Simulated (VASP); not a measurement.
Here is a VASP 6.6.1 calculation.

File INCAR:

```
SYSTEM = MnSb
ALGO = Normal
EDIFF = 1E-6
ENCUT = 520
GGA = CA
ISIF = 2
ISMEAR = -1
ISPIN = 2
LASPH = .TRUE.
LCHARG = .FALSE.
LMAXMIX = 4
LORBIT = 11
LREAL = .FALSE.
LWAVE = .FALSE.
MAGMOM = 0 0 0 0 4.5 4.5 -4.5 -4.5
NBANDS = 50
NELM = 150
PREC = Accurate
SIGMA = 0.1
```

Contents of KPOINTS:

```
k-points
0
G
  7 7 2
  0 0 0
```

File POSCAR:

```
MnSb
1.0
    4.1570010400      0.0000000000      0.0000000000
   -2.0785005200      3.6000685000      0.0000000000
    0.0000000000      0.0000000000     11.5300000000
Sb Mn
4 4
Direct
    0.3333333300      0.6666666700      0.1250000000
    0.3333333300      0.6666666700      0.6250000000
    0.6666666700      0.3333333300      0.3750000000
    0.6666666700      0.3333333300      0.8750000000
    0.0000000000      0.0000000000      0.0000000000
    0.0000000000      0.0000000000      0.5000000000
    0.0000000000      0.0000000000      0.2500000000
    0.0000000000      0.0000000000      0.7500000000
```

Potentials or basis: VASP PAW LDA potentials, release 64 (Sb, Mn_pv).

Launch:

```bash
$ cat potpaw_LDA.64/Sb/POTCAR potpaw_LDA.64/Mn_pv/POTCAR > POTCAR
$ mpirun -np 1 vasp_std > vasp.out
```

Q: Estimate the band gap on the k mesh.

A: Zero (filled and empty bands overlap).

Q: What does it give for the net moment?

A: 0.00 μB per cell.

Q: Predict the pressure.

A: -11.9 GPa.

Q: Predict the site moments.

A: Sb +0.00; Mn +3.07, -3.07 μB.

Stress tensor (GPa, compression positive):
```
-11.83   0.00   0.00
  0.00 -11.83   0.00
  0.00   0.00 -12.02
```

Caveat: spin-orbit coupling is left out, which moves the levels of the heavy elements.
